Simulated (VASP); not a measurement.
Here is a VASP 6.6.1 calculation.

File INCAR:

```
PREC = Accurate
ENCUT = 520
EDIFF = 1E-7
ISMEAR = 1
SIGMA = 0.1
LREAL = False
LASPH = True
NELM = 100
ALGO = Normal
ISIF = 2
LWAVE = False
LCHARG = False
GGA = PS
NBANDS = 16
```

Contents of KPOINTS:

```
Automatic mesh
0
Gamma
  6 6 6
```

The input POSCAR:

```
WC
1.0
    0.0000000000      2.1926840000      2.1926840000
    2.1926840000      0.0000000000      2.1926840000
    2.1926840000      2.1926840000      0.0000000000
W C
1 1
Direct
   -0.0547207546      0.0164144017      0.0384731153
    0.4437888222      0.5166878439      0.5422649337
```

Potentials or basis: VASP PAW PBE potentials, release 64 (W_sv, C).

Run with:

```bash
$ cat potpaw_PBE.64/W_sv/POTCAR potpaw_PBE.64/C/POTCAR > POTCAR
$ mpirun -np 1 vasp_std > vasp.out
```

What does it give for the largest force?

0.080 eV/Å.

Predict the band gap on the k mesh.

zero (band 9 reaches 13.31 eV, above the bottom of band 10 at 10.44 eV).

Predict the pressure.

-8.4 GPa.

Forces on the atoms (eV/Å):
```
W    0.067  0.038 -0.020
C   -0.067 -0.038  0.020
```

Caveat: the k points lie up to 0.41 Å⁻¹ apart; the PAW data sets were made with another functional, which shifts forces and pressure a little; spin-orbit coupling is left out, which moves the levels of the heavy elements.
